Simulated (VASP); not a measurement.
# ZnO: single point with PBE+D3(BJ)

The system is ZnO, a slab with vacuum.

```
Zn O
1.0
     6.50971    0.00000    0.00000
     0.00000    5.25613    0.00000
     0.00000    0.00000   23.57717
Zn O
12 12
Direct
  0.50000 0.49993 0.36052
  0.00000 0.49993 0.36052
  0.75000 0.99993 0.40037
  0.25000 0.99993 0.40037
  0.75000 0.49993 0.48007
  0.25000 0.49993 0.48007
  0.00000 0.99579 0.51712
  0.50000 0.99579 0.51712
  0.00000 0.49777 0.60321
  0.50000 0.49777 0.60321
  0.25000 0.96088 0.62518
  0.75000 0.96088 0.62518
  0.50000 0.12106 0.36052
  0.00000 0.12106 0.36052
  0.75000 0.62106 0.40037
  0.25000 0.62106 0.40037
  0.75000 0.12106 0.48007
  0.25000 0.12106 0.48007
  0.00000 0.61856 0.51922
  0.50000 0.61856 0.51922
  0.00000 0.11979 0.59936
  0.50000 0.11979 0.59936
  0.25000 0.61252 0.63884
  0.75000 0.61252 0.63884
```

```yaml
Program: VASP 6.6.1
Task: single point
Functional: PBE
Dispersion: D3(BJ)
Potentials_or_basis: VASP PAW PBE potentials, release 64 (Zn, O)
Cutoff: 520 eV
k_mesh: 4 × 5 × 1
Occupations: gaussian, width 0.05 eV
Spin: no spin polarisation
Dipole_correction: yes
Further_INCAR_settings: LREAL = Auto; ALGO = Normal; EDIFF = 1e-06; NBANDS = 126
```

The largest force is 1.704 eV/Å, the band gap on the k mesh is 0.69 eV and the dispersion energy per atom is -0.170 eV.

Forces in eV/Å, atoms in the order of the input:
```
Zn   0.000 -1.321  1.077
Zn   0.000 -1.321  1.077
Zn   0.000  0.663 -0.860
Zn   0.000  0.663 -0.860
Zn   0.000 -0.166  0.305
Zn   0.000 -0.166  0.305
Zn   0.000  0.007  0.025
Zn   0.000  0.007  0.025
Zn   0.000 -0.013 -0.009
Zn   0.000 -0.013 -0.009
Zn   0.000  0.037  0.044
Zn   0.000  0.037  0.044
O    0.000  0.680  0.084
O    0.000  0.680  0.084
O    0.000  0.084 -0.974
O    0.000  0.084 -0.974
O    0.000  0.057  0.240
O    0.000  0.057  0.240
O    0.000 -0.008  0.028
O    0.000 -0.008  0.028
O    0.000  0.044 -0.030
O    0.000  0.044 -0.030
O    0.000 -0.065  0.069
O    0.000 -0.065  0.069
```

Levels at points of the mesh, in eV from the valence-band top:
```tsv
k point	band 104	band 105	band 106	band 107	band 108	band 109	band 110	band 111	band 112	band 113
(0.00, 0.00, 0.00)	-0.67	-0.49	-0.36	-0.12	0.00	0.69	1.80	3.33	3.39	4.76
(0.50, 0.00, 0.00)	-0.83	-0.62	-0.62	-0.47	-0.47	2.06	2.06	2.98	2.98	4.06
```

Wall time 66 min on 1 thread of Oxide Virtual Turin-like Processor, with other jobs on the host, peak memory 1 GiB.

Caveat: semilocal functionals underestimate gaps, and a narrow one can read as zero.
